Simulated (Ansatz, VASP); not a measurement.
Two plane-wave programs on Ta

```xyz
3
Lattice="2.8743 0.0000 0.0000 -0.9581 2.7099 0.0000 0.0000 0.0000 21.5267" Properties=species:S:1:pos:R:3 pbc="T T T"
Ta    0.9581    1.3550    4.0000
Ta    0.0000    0.0000    6.2637
Ta    0.9581    1.3550    8.5267
```

Alike in both runs: task single point; functional PBE; k mesh 10 × 10 × 1; occupations gaussian, width 0.1 eV; no spin polarisation.

```csv
,VASP,Ansatz
version,VASP 6.6.1,Ansatz 0.2.0
potentials or method,"VASP PAW PBE potentials, release 64 (Ta_pv), cutoff 400 eV","scalar-relativistic, plane waves, PAW"
valence electrons in the cell,33,39
```

|  | VASP | Ansatz | Ansatz less VASP |
| --- | --- | --- | --- |
| gap on the k mesh at the Fermi level (eV) | none | none | - |
| rms of the force components (eV/Å) | 0.028 | 0.025 | -0.0024 |

Atom by atom the forces differ by 0.002 eV/Å (rms over components). A gap of «none» marks a metal or a gap that the smearing closes. VASP's potentials hold 33 valence electrons a cell and Ansatz's 39, so a difference there can come from the potentials and not from the codes.

Neither program's run includes spin-orbit coupling.
